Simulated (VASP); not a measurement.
# PC2 in VASP: further runs, part 2 of 2

VASP 6.6.1. Earlier steps stand in the parts before.

## 4. Single point, PBE

This run uses another cell than the first one, of 12.66 Å³/atom, 0.985 times its volume.

Contents of INCAR:

```
SYSTEM = PC2
PREC     = Accurate       ! precision mode
ENCUT    = 520            ! plane-wave cutoff, eV
EDIFF    = 1E-7           ! SCF threshold, eV
ISMEAR   = 0              ! smearing method
SIGMA    = 0.1            ! smearing width, eV
LREAL    = .False.        ! projectors in reciprocal space
LASPH    = .True.         ! aspherical terms in the spheres
NELM     = 100            ! most SCF steps
ALGO     = Normal         ! electronic algorithm
ISIF     = 2              ! what is computed and relaxed
LWAVE    = .False.        ! write WAVECAR
LCHARG   = .False.        ! write CHGCAR
GGA      = PE             ! functional
NBANDS   = 22             ! bands
```

Contents of KPOINTS:

```
regular mesh
0
Gamma
  8 8 8
  0 0 0
```

Contents of POSCAR:

```
PC2
1.0
    2.3194958610     -4.0825028089     -0.0022689283
    2.3194958610      4.0825028089     -0.0022689283
   -1.4407533948      0.0000000000      4.0123173240
P C
2 4
Direct
    0.7684219219      0.7684219219      0.8120385938
    0.2315780781      0.2315780781      0.1879614062
    0.4641312539      0.8314045740      0.9787470042
    0.5358687461      0.1685954260      0.0212529958
    0.1685954260      0.5358687461      0.0212529958
    0.8314045740      0.4641312539      0.9787470042
```

Run with:

```console
$ cat potpaw_PBE.64/P/POTCAR potpaw_PBE.64/C/POTCAR > POTCAR
$ mpirun -np 1 vasp_std > vasp.out
```

Run time: 4.5 min. Hardware: 1 thread of Intel Xeon Platinum 8488C (Sapphire Rapids), shared host; peak memory 0.32 GiB.

The run converged. Its results:

```yaml
Free_energy: -45.0601 eV
Pressure: -0.1 GPa
Largest_force: 0.073 eV/Å
Band_gap_on_the_k_mesh: zero (band 13 reaches 5.60 eV, above the bottom of band 14 at 4.32 eV)
```

Forces on the atoms (eV/Å):
```
P   -0.004  0.000  0.051
P    0.004  0.000 -0.051
C    0.021 -0.066 -0.025
C   -0.021  0.066  0.025
C   -0.021 -0.066  0.025
C    0.021  0.066 -0.025
```

Stress tensor (GPa, compression positive):
```
 0.09  0.00  0.04
 0.00 -0.26  0.00
 0.04  0.00 -0.15
```

Levels at points of the mesh, in eV from the Fermi level:
| k point | band 9 | band 10 | band 11 | band 12 | band 13 | band 14 | band 15 | band 16 | band 17 | band 18 |
| --- | --- | --- | --- | --- | --- | --- | --- | --- | --- | --- |
| (0.00, 0.00, 0.00) | -4.16 | -3.25 | -2.36 | -2.10 | -1.57 | 0.64 | 3.63 | 3.80 | 4.85 | 4.88 |
| (0.50, 0.00, 0.00) | -5.38 | -5.04 | -2.51 | -2.35 | -0.34 | 1.59 | 2.03 | 3.19 | 4.16 | 4.80 |
| (0.50, 0.50, 0.00) | -4.33 | -4.29 | -3.96 | -2.60 | -1.26 | -0.71 | 2.44 | 3.45 | 4.86 | 6.62 |
| (0.00, 0.00, 0.50) | -3.78 | -2.87 | -2.74 | -1.19 | -0.84 | 0.72 | 1.38 | 4.36 | 5.12 | 5.94 |
| (0.50, 0.00, 0.50) | -5.92 | -5.01 | -2.59 | -2.50 | -1.93 | 2.23 | 3.14 | 4.09 | 4.98 | 6.27 |
| (0.50, 0.50, 0.50) | -4.36 | -4.14 | -4.06 | -2.69 | -0.63 | 1.74 | 2.81 | 3.38 | 3.92 | 5.28 |

## 5. Single point, PBE

This run uses another cell than the first one: it holds 12 atoms, not 6.

Contents of INCAR:

```
PREC     = Accurate       # precision mode
ENCUT    = 520            # plane-wave cutoff, eV
EDIFF    = 1E-7           # SCF threshold, eV
ISMEAR   = 0              # smearing method
SIGMA    = 0.2            # smearing width, eV
LREAL    = False          # projectors in reciprocal space
LASPH    = True           # aspherical terms in the spheres
NELM     = 80             # most SCF steps
ALGO     = Normal         # electronic algorithm
ISIF     = 2              # what is computed and relaxed
LWAVE    = False          # write WAVECAR
LCHARG   = False          # write CHGCAR
GGA      = PE             # functional
NBANDS   = 38             # bands
```

Contents of KPOINTS:

```
regular mesh
0
Gamma
  6 6 4
```

Contents of POSCAR:

```
PC2
1.0
   -4.6389917219      0.0000000000      0.0045378566
   -2.3194958610      4.0825028089      0.0022689283
   -1.7574849324      0.0000000000     -8.0200967913
P C
4 8
Direct
    0.6375973750      1.0000000000      0.5939807031
    0.1375973750      1.0000000000      0.0939807031
    0.8624026250      1.0000000000      0.9060192969
    0.3624026250      1.0000000000      0.4060192969
    0.6579689282      0.3672733200      0.5106264979
    0.1579689282      0.3672733200      0.0106264979
    0.8420310718      0.6327266800      0.9893735021
    0.3420310718      0.6327266800      0.4893735021
    0.4747577518      0.3672733200      0.9893735021
    0.9747577518      0.3672733200      0.4893735021
    0.0252422482      0.6327266800      0.5106264979
    0.5252422482      0.6327266800      0.0106264979
```

Run with:

```console
$ cat potpaw_PBE.64/P/POTCAR potpaw_PBE.64/C/POTCAR > POTCAR
$ mpirun -np 1 vasp_std > vasp.out
```

Run time: 6.3 min. Hardware: 1 thread of Intel Xeon Platinum 8488C (Sapphire Rapids), shared host; peak memory 0.38 GiB.

It converged, with:

```
Free energy            : -90.1257 eV
Pressure               : 0.0 GPa
Largest force          : 0.065 eV/Å
Band gap on the k mesh : zero (band 26 reaches 5.36 eV, above the bottom of band 27 at 4.48 eV)
```

Forces on the atoms (eV/Å):
```
P    0.057  0.000  0.031
P    0.057  0.000  0.031
P   -0.057  0.000 -0.031
P   -0.057  0.000 -0.031
C    0.037 -0.039 -0.017
C    0.037 -0.039 -0.017
C   -0.037  0.039  0.017
C   -0.037  0.039  0.017
C   -0.037 -0.039  0.017
C   -0.037 -0.039  0.017
C    0.037  0.039 -0.017
C    0.037  0.039 -0.017
```

Stress tensor (GPa, compression positive):
```
 0.02  0.00 -0.03
 0.00 -0.10  0.00
-0.03  0.00  0.04
```

Levels at points of the mesh, in eV from the Fermi level:
| k point | band 24 | band 25 | band 26 | band 27 | band 28 | band 29 |
| --- | --- | --- | --- | --- | --- | --- |
| (0.00, 0.00, 0.00) | -1.64 | -1.26 | -0.90 | 0.56 | 0.65 | 1.32 |
| (0.50, 0.00, 0.00) | -2.48 | -1.59 | -1.59 | 1.81 | 1.81 | 2.99 |
| (0.00, 0.50, 0.00) | -2.66 | -1.33 | -0.78 | -0.70 | 1.67 | 2.37 |
| (0.00, 0.00, 0.50) | -1.73 | -1.46 | -1.46 | 0.64 | 0.64 | 2.75 |
| (0.50, 0.00, 0.50) | -2.42 | -2.00 | -0.40 | 1.53 | 1.97 | 2.16 |
| (0.00, 0.50, 0.50) | -3.01 | -0.88 | -0.88 | 0.37 | 0.37 | 3.18 |

## 6. Single point, PBE

This run uses another cell than the first one: it holds 12 atoms, not 6.

Contents of INCAR:

```
SYSTEM = PC2
PREC = Accurate
ENCUT = 520
EDIFF = 1E-6
ISMEAR = 0
SIGMA = 0.2
LREAL = .FALSE.
LASPH = .TRUE.
NELM = 100
ALGO = Normal
ISIF = 2
LWAVE = .FALSE.
LCHARG = .TRUE.
GGA = PE
LELF = .TRUE.
LVHAR = .TRUE.
NBANDS = 38
```

Contents of KPOINTS:

```
Automatic mesh
0
G
  6 6 4
  0 0 0
```

Contents of POSCAR:

```
PC2
1.0
   -4.6326508980      0.0000585612     -0.0102013338
   -2.3161975496      4.0795703197      0.0009874567
   -1.7811739786     -0.0114211986     -8.1155816471
P C
4 8
Direct
    0.6349521808      1.0004007000      0.5939053758
    0.1352229401      1.0005838654      0.0933824698
    0.8650294726      0.9996278634      0.9061049949
    0.3648156331      0.9993870227      0.4065982369
    0.6574555843      0.3670870469      0.5109643538
    0.1577514652      0.3672807561      0.0105078543
    0.8425343570      0.6329394116      0.9890388596
    0.3422399155      0.6327221257      0.4894881155
    0.4753740785      0.3672127169      0.9890217225
    0.9751018959      0.3669630966      0.4895124154
    0.0245998833      0.6327991829      0.5109730457
    0.5249225937      0.6329962119      0.0105025558
```

Potentials or basis: VASP PAW PBE potentials, release 64 (P, C).

Run with:

```console
$ cat potpaw_PBE.64/P/POTCAR potpaw_PBE.64/C/POTCAR > POTCAR
$ mpirun -np 1 vasp_std > vasp.out
```

OUTCAR:

```text
SYSTEM = PC2
   PREC = Accurate
   ENCUT = 520
   EDIFF = 1E-6
   ISMEAR = 0
   LREAL = .FALSE.
   LASPH = .TRUE.
   NELM = 100
   ISIF = 2
   GGA = PE

 ion  position               nearest neighbor table
   1  0.635  0.000  0.594-  11 1.83   5 1.83   4 2.20
   2  0.135  0.001  0.093-  12 1.83   6 1.83   3 2.20
   3  0.865  1.000  0.906-   9 1.83   7 1.83   2 2.20
   4  0.365  0.999  0.407-  10 1.83   8 1.83   1 2.20
   5  0.657  0.367  0.511-   8 1.41  10 1.44   1 1.83
   6  0.158  0.367  0.011-   7 1.41   9 1.44   2 1.83
   7  0.843  0.633  0.989-   6 1.41  12 1.44   3 1.83
[... 1219 lines left out ...]

 VOLUME and BASIS-vectors are now :
 -----------------------------------------------------------------------------
  energy-cutoff  :      520.00
  volume of cell :      153.30
      direct lattice vectors                 reciprocal lattice vectors
    -4.632650898  0.000058561 -0.010201334    -0.215965437 -0.122627030  0.047571768
    -2.316197550  4.079570320  0.000987457     0.000003860  0.245126129 -0.000345817
    -1.781173979 -0.011421199 -8.115581647     0.000271470  0.000183968 -0.123279597

 POSITION                                       TOTAL-FORCE (eV/Angst)
 -----------------------------------------------------------------------------------
     -4.00029     -0.00511     -4.82636         0.013731      0.001780      0.060645
     -0.79412      0.00132     -0.75923         0.014201      0.002846      0.057651
     -7.93665      4.06775     -7.36141        -0.012829     -0.003777     -0.058989
     -4.72906      4.07245     -3.30252        -0.013324     -0.000280     -0.060041
     -4.80612      1.49176     -4.15312         0.021347     -0.049965     -0.025534
     -1.60022      1.49824     -0.08652         0.020315     -0.046698     -0.024568
     -7.13083      2.57087     -8.03460        -0.020638      0.046223      0.024890
     -3.92285      2.57566     -3.97535        -0.020475      0.047333      0.024903
     -4.81440      1.48680     -8.03097        -0.022878     -0.052245      0.018971
     -6.23917      1.49152     -3.98226        -0.022546     -0.048104      0.022302
     -2.48978      2.57571     -4.14647         0.020382      0.049800     -0.019903
     -3.91663      2.58226     -0.08996         0.022714      0.053087     -0.020326
 -----------------------------------------------------------------------------------
    total drift:                               -0.000002     -0.000000      0.000003

  FREE ENERGIE OF THE ION-ELECTRON SYSTEM (eV)
  ---------------------------------------------------
  free  energy   TOTEN  =       -90.1283556630 eV

  energy  without entropy=      -90.1016195793  energy(sigma->0) =      -90.11498762
```

stdout:

```text
POSCAR found type information on POSCAR P C
 POSCAR found :  2 types and      12 ions
 scaLAPACK will be used
 LDA part: xc-table for (Slater+PW92), standard interpolation
 POSCAR, INCAR and KPOINTS ok, starting setup
 FFT: planning ... GRIDC
 FFT: planning ... GRID_SOFT
 FFT: planning ... GRID
 WAVECAR not read
 entering main loop
```

Wall time 8.1 min (1 thread of Intel Xeon Platinum 8488C (Sapphire Rapids), shared host); peak memory 0.47 GiB.

Results:

- Free energy: -90.1284 eV
- Pressure: -0.1 GPa
- Largest force: 0.062 eV/Å
- Band gap on the k mesh: zero (band 26 reaches 5.30 eV, above the bottom of band 27 at 4.37 eV)

Forces on the atoms (eV/Å):
```
P    0.014  0.002  0.061
P    0.014  0.003  0.058
P   -0.013 -0.004 -0.059
P   -0.013  0.000 -0.060
C    0.021 -0.050 -0.026
C    0.020 -0.047 -0.025
C   -0.021  0.046  0.025
C   -0.020  0.047  0.025
C   -0.023 -0.052  0.019
C   -0.023 -0.048  0.022
C    0.020  0.050 -0.020
C    0.023  0.053 -0.020
```

Stress tensor (GPa, compression positive):
```
 0.14  0.00  0.02
 0.00 -0.15 -0.04
 0.02 -0.04 -0.14
```

## 7. Overview

| task | cell | k mesh | cutoff (eV) | smearing | gap on the mesh (eV) | pressure (GPa) | largest force (eV/Å) |
| --- | --- | --- | --- | --- | --- | --- | --- |
| single point | a = 4.705, b = 4.705, c = 4.305 Å, angles 99.5, 99.5, 120.8°, 6 atoms | 4 × 4 × 3 | 520 | gaussian 0.2 eV | none | -0.2 | 0.10 |
| relaxation of cell and atoms | relaxed from a = 4.718, b = 4.718, c = 5.100 Å, angles 92.3, 92.3, 125.8°, 6 atoms | 4 × 4 × 3 | 600 | gaussian 0.2 eV | none | -0.3 | 0.04 |
| single point | a = 4.695, b = 4.695, c = 4.263 Å, angles 99.6, 99.6, 120.8°, 6 atoms | 8 × 8 × 8 | 520 | gaussian 0.1 eV | none | -0.1 | 0.07 |
| single point | a = 4.639, b = 4.695, c = 8.210 Å, angles 84.0, 77.7, 60.4°, 12 atoms | 6 × 6 × 4 | 520 | gaussian 0.2 eV | none | 0.0 | 0.06 |
| single point | a = 4.633, b = 4.691, c = 8.309 Å, angles 84.0, 77.5, 60.4°, 12 atoms | 6 × 6 × 4 | 520 | gaussian 0.2 eV | none | -0.1 | 0.06 |

Alike in all rows: level PBE; potentials or basis VASP PAW PBE potentials, release 64 (P, C); no spin polarisation.

Caveats: some runs use coarse meshes; this functional lacks dispersion, which binds the layers, so the pressure and a relaxed spacing across them are unreliable (some runs); the relaxation stopped at a loose force limit of 0.08 eV/Å, so its end isn't a converged minimum (some runs).

Absolute energies hang on the potentials; compare differences alone.
